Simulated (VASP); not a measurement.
Crystal: Ba.

```
CELL_PARAMETERS angstrom
3.91772 0.00000 0.00000
0.00000 3.91772 0.00000
0.00000 0.00000 3.91772
ATOMIC_POSITIONS crystal
Ba 0.00000 0.00000 0.00000
```

| Item | Value |
| --- | --- |
| Program | VASP 6.6.1 |
| Task | relaxation of cell and atoms |
| Functional | PBEsol |
| Dispersion | D3(BJ) |
| Potentials or basis | VASP PAW PBE potentials, release 64 (Ba_sv) |
| Cutoff | 600 eV |
| k mesh | 7 × 7 × 7, shifted |
| Occupations | fermi-dirac, width 0.05 eV |
| Spin | no spin polarisation |

At the start: pressure -1.2 GPa; volume 60.13 Å³/atom.

Task: Where does the relaxation end?

Result: Over 4 steps the energy falls by 36.4 meV/atom and the volume is 51.66 Å³/atom (-14.1 %); space group Pm-3m (No. 221, to 0.05 Å).

Step by step:
```tsv
step	energy change (eV)	largest force (eV/Å)	pressure (GPa)	volume (Å³)
1	0.0000	0.0000	-1.17	60.13
2	-0.0236	0.0000	-0.82	56.39
3	-0.0362	0.0000	-0.13	52.34
4	-0.0364	0.0000	0.03	51.66
```

Final structure:
```yaml
crystal:
  lattice:
    - [3.72444, 0.00000, 0.00000]
    - [0.00000, 3.72444, 0.00000]
    - [0.00000, 0.00000, 3.72444]
  atoms:
    - { symbol: Ba, position: [0.00000, 0.00000, 0.00000] }
```

Caveat: the PAW data sets were made with another functional, which shifts forces and pressure a little; pairwise dispersion overbinds metals, which lowers pressure and volume.
